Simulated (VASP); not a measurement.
# K (Fm-3m) in VASP: notebook

Runs on K. Level: PBE. Tasks: single point, relaxation of cell and atoms.

Program: VASP 6.6.1. These are calculated values, not measurements. Logs are shortened: lines on timing, memory, paths and dates and some standing lists are left out, and cuts for length are marked.

**1. The cell of the first run**

Symmetry: Fm-3m, No. 225, cubic system. The conventional cell has a = 6.180 Å, b = 6.180 Å, c = 6.180 Å, α = 90.00°, β = 90.00°, γ = 90.00°. Within 5.7 Å of K (site symmetry m-3m) lie 12 K at 4.37 Å.

This isn't the form of K at room conditions, which is bcc.

**2. Single point, PBE (58.99 Å³/atom)**

INCAR reads:

```
SYSTEM = K
PREC = Accurate
ENCUT = 520
EDIFF = 1E-7
ISMEAR = -1
SIGMA = 0.1
LREAL = .False.
LASPH = .True.
NELM = 60
ALGO = Normal
ISIF = 2
LWAVE = .False.
LCHARG = .True.
GGA = PE
LELF = .True.
LVHAR = .True.
NBANDS = 10
```

KPOINTS reads:

```
regular mesh
0
Gamma
  10 10 10
  0 0 0
```

POSCAR reads:

```
K
1.0
    0.0000000000      3.0897615747      3.0897615747
    3.0897615747      0.0000000000      3.0897615747
    3.0897615747      3.0897615747      0.0000000000
K
1
Direct
    0.0000000000      0.0000000000      0.0000000000
```

Potentials or basis: VASP PAW PBE potentials, release 64 (K_sv).

Command:

```sh
$ cat potpaw_PBE.64/K_sv/POTCAR > POTCAR
$ mpirun -np 1 vasp_std > vasp.out
```

OUTCAR:

```text
SYSTEM = K
   PREC = Accurate
   ENCUT = 520
   EDIFF = 1E-7
   ISMEAR = -1
   LREAL = .False.
   LASPH = .True.
   NELM = 60
   ISIF = 2
   GGA = PE

 ion  position               nearest neighbor table
   1  0.000  0.000  0.000-

  LATTYP: Found a face centered cubic cell.
 ALAT       =     6.1795231494

  Lattice vectors:

 A1 = (   0.0000000000,   3.0897615747,   3.0897615747)
 A2 = (   3.0897615747,   0.0000000000,   3.0897615747)
 A3 = (   3.0897615747,   3.0897615747,   0.0000000000)

Analysis of symmetry for initial positions (statically):
=====================================================================
 Subroutine PRICEL returns:
 Original cell was already a primitive cell.

 Routine SETGRP: Setting up the symmetry group for a
 face centered cubic supercell.

 Subroutine GETGRP returns: Found 48 space group operations
 (whereof 48 operations were pure point group operations)
 out of a pool of 48 trial point group operations.

The static configuration has the point symmetry O_h .

Analysis of symmetry for dynamics (positions and initial velocities):
=====================================================================
 Subroutine PRICEL returns:
 Original cell was already a primitive cell.

 Routine SETGRP: Setting up the symmetry group for a
 face centered cubic supercell.

 Subroutine GETGRP returns: Found 48 space group operations
 (whereof 48 operations were pure point group operations)
 out of a pool of 48 trial point group operations.

The dynamic configuration has the point symmetry O_h .

 Subroutine INISYM returns: Found 48 space group operations
 (whereof 48 operations are pure point group operations),
 and found     1 'primitive' translations

----------------------------------------------------------------------------------------

                                     Primitive cell

  volume of cell :      58.9936

  direct lattice vectors                    reciprocal lattice vectors
     0.000000000  3.089761575  3.089761575    -0.161824784  0.161824784  0.161824784
     3.089761575  0.000000000  3.089761575     0.161824784 -0.161824784  0.161824784
     3.089761575  3.089761575  0.000000000     0.161824784  0.161824784 -0.161824784

  length of vectors
     4.369582723  4.369582723  4.369582723     0.280288748  0.280288748  0.280288748

  position of ions in fractional coordinates (direct lattice)
     0.000000000  0.000000000  0.000000000

[... 77 lines left out ...]
   EDIFFG = 0.1E-05   stopping-criterion for IOM
   NSW    =      0    number of steps for IOM
   IBRION =     -1    ionic relax: 0-MD 1-quasi-New 2-CG
   NFREE  =      0    steps in history (QN), initial steepest desc. (CG)
   ISIF   =      2    stress and relaxation
   ISYM   =      2    0-nonsym 1-usesym 2-fastsym
   POTIM  = 0.5000    time-step for ionic-motion
   TEBEG  =    0.0;   TEEND  =   0.0 temperature during run
   PSTRESS=    0.0 pullay stress
   NELECT =       9.0000    total number of electrons
   NUPDOWN=      -1.0000    fix difference up-down
   EMIN   =  10.00;   EMAX   =-10.00  energy-range for DOS
   EFERMI =   0.00;   METHOD = LEGACY
   ISMEAR =    -1;   SIGMA  =   0.10  broadening in eV -4-tet -1-fermi 0-gaus
   EFERMI_NEDOS =   21; number of points for ismear=-14 and -15
   IALGO  =     38    algorithm
   IMIX   =      4    mixing-type and parameters
     AMIX     =   0.40;   BMIX     =  1.00
     AMIX_MAG =   1.60;   BMIX_MAG =  1.00
  volume/ion in A,a.u.               =      58.99       398.11
  Fermi-wavevector in a.u.,A,eV,Ry     =   0.874757  1.653051 10.411173  0.765200
  Thomas-Fermi vector in A             =   1.994333
   LORBIT       =      0    0 simple, 1 ext, 2 COOP (PROOUT), +10 PAW based schemes
   GGA     = PE    functional components
   LHFCALC =     F    Hartree Fock is set to
   AEXX    =    0.0000 exact exchange contribution
   IVDW    =     0    specifies the selected vdW correction
   LEPSILON=     F    determine dielectric tensor
   LRPA    =     F    only Hartree local field effects (RPA)
 non-spin polarized calculation
  energy-cutoff  :      520.00
  volume of cell :       58.99
 maximum number of plane-waves:      1639
   NGX = 17   NGY = 17   NGZ = 17

 number of electron       8.9999998 magnetization

 Free energy of the ion-electron system (eV)
  ---------------------------------------------------
  ext. energy  EPLUGINS =         0.00000000
  ---------------------------------------------------
  free energy    TOTEN  =        -1.01126152 eV

  energy without entropy =       -0.98778333  energy(sigma->0) =       -0.99952243

 E-fermi :   0.4185     XC(G=0):  -6.2128

 val. band max:        0.3771071265   @ k =   0.5000   0.3000   0.1000
 cond. band min:       0.5039442892   @ k =   0.4000   0.4000   0.0000
 fundamental gap:      0.1268371627
 Fermi energy:         0.4184634840

 k-point     1 :       0.0000    0.0000    0.0000
  band No.  band energies     occupation
      1     -31.6009      2.00000
      2     -15.0267      2.00000
      3     -15.0267      2.00000
      4     -15.0267      2.00000
      5      -2.0557      2.00000
      6       4.8272      0.00000
      7       4.8272      0.00000
      8       4.8272      0.00000
      9       6.2612      0.00000
     10       6.2612      0.00000
[... 287 lines left out ...]
 k-point    24 :       0.4000    0.3000    0.0000
  band No.  band energies     occupation
      1     -31.5896      2.00000
      2     -15.1356      2.00000
      3     -15.0704      2.00000
      4     -15.0659      2.00000
      5       0.0761      1.93687
      6       2.8823      0.00000
      7       3.2384      0.00000
      8       5.4575      0.00000
      9       5.6348      0.00000
     10       7.0828      0.00000

 [... further k-points ...]

------------------------ aborting loop because EDIFF is reached ----------------------------------------

  FORCE on cell =-STRESS in cart. coord.  units (eV):
  Direction    XX          YY          ZZ          XY          YZ          ZX
  --------------------------------------------------------------------------------------
  -------------------------------------------------------------------------------------
  Total        0.4517437      0.4517437      0.4517437     -0.0000000      0.0000000      0.0000000
  in kB       12.2686793     12.2686793     12.2686793     -0.0000000      0.0000000      0.0000000
  external PRESSURE =      12.2686793 kB  Pullay stress =       0.0000000 kB

 VOLUME and BASIS-vectors are now :
 -----------------------------------------------------------------------------
  energy-cutoff  :      520.00
  volume of cell :       58.99
      direct lattice vectors                 reciprocal lattice vectors
     0.000000000  3.089761575  3.089761575    -0.161824784  0.161824784  0.161824784
     3.089761575  0.000000000  3.089761575     0.161824784 -0.161824784  0.161824784
     3.089761575  3.089761575  0.000000000     0.161824784  0.161824784 -0.161824784

 POSITION                                       TOTAL-FORCE (eV/Angst)
 -----------------------------------------------------------------------------------
      0.00000      0.00000      0.00000         0.000000     -0.000000     -0.000000
 -----------------------------------------------------------------------------------
    total drift:                                0.000000      0.000000      0.000000

  FREE ENERGIE OF THE ION-ELECTRON SYSTEM (eV)
  ---------------------------------------------------
  free  energy   TOTEN  =        -1.0112615172 eV

  energy  without entropy=       -0.9877833347  energy(sigma->0) =       -0.99952243
```

Run time: 27 s. Hardware: 1 thread of Intel Xeon 8259CL, shared host; peak memory 0.18 GiB.

What came out:

| Item | Value |
| --- | --- |
| Free energy | -1.0113 eV |
| Pressure | 1.2 GPa |
| Band gap on the k mesh | zero (an odd number of electrons rules out a gap without spin polarisation) |

**3. Single point, PBE (66.37 Å³/atom)**

This run uses another cell than the first one, of 66.37 Å³/atom.

INCAR reads:

```
ALGO = Normal
EDIFF = 1E-6
ENCUT = 520
GGA = PE
ISIF = 2
ISMEAR = -1
LASPH = T
LCHARG = F
LREAL = F
LWAVE = F
NBANDS = 10
NELM = 80
PREC = Accurate
SIGMA = 0.1
```

KPOINTS reads:

```
k-points
0
Gamma
  10 10 10
```

POSCAR reads:

```
K
1.0
    0.0000000000      3.2134815343      3.2134815343
    3.2134815343      0.0000000000      3.2134815343
    3.2134815343      3.2134815343      0.0000000000
K
1
Direct
    0.0000000000      0.0000000000      0.0000000000
```

Potentials or basis: VASP PAW PBE potentials, release 64 (K_sv).

Command:

```sh
$ cat potpaw_PBE.64/K_sv/POTCAR > POTCAR
$ mpirun -np 1 vasp_std > vasp.out
```

Run time: 36 s. Hardware: 1 thread of Intel Xeon 8259CL, shared host; peak memory 0.21 GiB.

The run converged. Its results:

```yaml
Free_energy: -1.0497 eV
Pressure: 0.5 GPa
Band_gap_on_the_k_mesh: zero (an odd number of electrons rules out a gap without spin polarisation)
```

Levels at points of the mesh, in eV from the Fermi level:
| k point | band 3 | band 4 | band 5 | band 6 | band 7 | band 8 |
| --- | --- | --- | --- | --- | --- | --- |
| (0.00, 0.00, 0.00) | -15.50 | -15.50 | -2.29 | 4.32 | 4.32 | 4.32 |
| (0.50, 0.00, 0.00) | -15.52 | -15.52 | 0.34 | 0.61 | 4.09 | 4.09 |
| (0.50, 0.50, 0.00) | -15.54 | -15.54 | 0.88 | 1.52 | 2.33 | 5.31 |

**4. Single point, PBE**

This run uses another cell than the first one, of 73.74 Å³/atom.

INCAR reads:

```
ALGO = Normal
EDIFF = 1E-6
ENCUT = 520
GGA = PE
ISIF = 2
ISMEAR = -1
LASPH = True
LCHARG = True
LELF = True
LREAL = False
LVHAR = True
LWAVE = False
NBANDS = 10
NELM = 60
PREC = Accurate
SIGMA = 0.1
```

KPOINTS is that of step 3.

POSCAR reads:

```
K
1.0
    0.0000000000      3.3283447602      3.3283447602
    3.3283447602      0.0000000000      3.3283447602
    3.3283447602      3.3283447602      0.0000000000
K
1
Direct
    0.0000000000      0.0000000000      0.0000000000
```

Command:

```sh
$ cat potpaw_PBE.64/K_sv/POTCAR > POTCAR
$ mpirun -np 1 vasp_std > vasp.out
```

Wall time 38 s (1 thread of Intel Xeon 8259CL, shared host); peak memory 0.21 GiB.

It converged, with:

- Free energy: -1.0606 eV
- Pressure: 0.0 GPa
- Band gap on the k mesh: zero (an odd number of electrons rules out a gap without spin polarisation)

Levels at points of the mesh, in eV from the Fermi level:
```csv
k point,band 3,band 4,band 5,band 6,band 7,band 8
"(0.00, 0.00, 0.00)",-15.57,-15.57,-2.14,4.22,4.22,4.22
"(0.50, 0.00, 0.00)",-15.58,-15.58,0.33,0.56,4.00,4.00
"(0.50, 0.50, 0.00)",-15.59,-15.59,0.92,1.39,2.35,4.92
```

**5. Relaxation of cell and atoms, PBE**

This run uses another cell than the first one, of 73.74 Å³/atom.

INCAR reads:

```
PREC = Accurate
ENCUT = 600
EDIFF = 1E-7
ISMEAR = -1
SIGMA = 0.1
LREAL = False
LASPH = True
NELM = 60
ALGO = Normal
ISIF = 3
LWAVE = False
LCHARG = False
GGA = PE
IBRION = 2
NSW = 60
EDIFFG = -0.005
```

KPOINTS reads:

```
regular mesh
0
Gamma
  10 10 10
```

POSCAR is that of step 4.

Command:

```sh
$ cat potpaw_PBE.64/K_sv/POTCAR > POTCAR
$ mpirun -np 1 vasp_std > vasp.out
```

It took 98 s on 1 thread of Intel Xeon 8259CL, shared host; peak memory 0.26 GiB.

The run converged. Its results:

```
Free energy                           : -1.0607 eV
Relaxed volume                        : 74.12 Å³/atom
Relaxed cell                          : a = 4.715 Å, b = 4.715 Å, c = 4.715 Å, α = 60.00°, β = 60.00°, γ = 60.00°
Space group after relaxing (to 0.1 Å) : Fm-3m (No. 225)
Energy gained by relaxing             : 0.0 meV/atom
Ionic steps                           : 3
Pressure after relaxing               : 0.0 GPa
Band gap on the k mesh                : zero (an odd number of electrons rules out a gap without spin polarisation)
```

Final structure:
```cif
data_structure
_symmetry_space_group_name_H-M 'P 1'
_symmetry_Int_Tables_number 1
_cell_length_a 4.7150
_cell_length_b 4.7150
_cell_length_c 4.7150
_cell_angle_alpha 60.000
_cell_angle_beta 60.000
_cell_angle_gamma 60.000
_cell_volume 74.12
loop_
_atom_site_label
_atom_site_type_symbol
_atom_site_fract_x
_atom_site_fract_y
_atom_site_fract_z
_atom_site_occupancy
K1 K 0.00000 0.00000 0.00000 1
```

Levels at points of the mesh, in eV from the Fermi level:
```
           k point  band 3  band 4  band 5  band 6  band 7  band 8
(0.00, 0.00, 0.00)  -15.57  -15.57   -2.14    4.21    4.21    4.21
(0.50, 0.00, 0.00)  -15.58  -15.58    0.33    0.56    4.00    4.00
(0.50, 0.50, 0.00)  -15.60  -15.60    0.92    1.38    2.35    4.91
```

**6. The runs side by side**

```csv
task,cell,cutoff (eV),gap on the mesh (eV),pressure (GPa)
single point,"a = 4.370 Å, angles 60.0°, 1 atom",520,none,1.2
single point,"a = 4.545 Å, angles 60.0°, 1 atom",520,none,0.5
single point,"a = 4.707 Å, angles 60.0°, 1 atom",520,none,0.0
relaxation of cell and atoms,"relaxed from a = 4.707 Å, angles 60.0°, 1 atom",600,none,0.0
```

Alike in all rows: level PBE; potentials or basis VASP PAW PBE potentials, release 64 (K_sv); no spin polarisation; k mesh 10 × 10 × 10; smearing fermi-dirac 0.1 eV.

Total energies depend on the potentials used, so only differences within one code and one set of settings carry meaning.
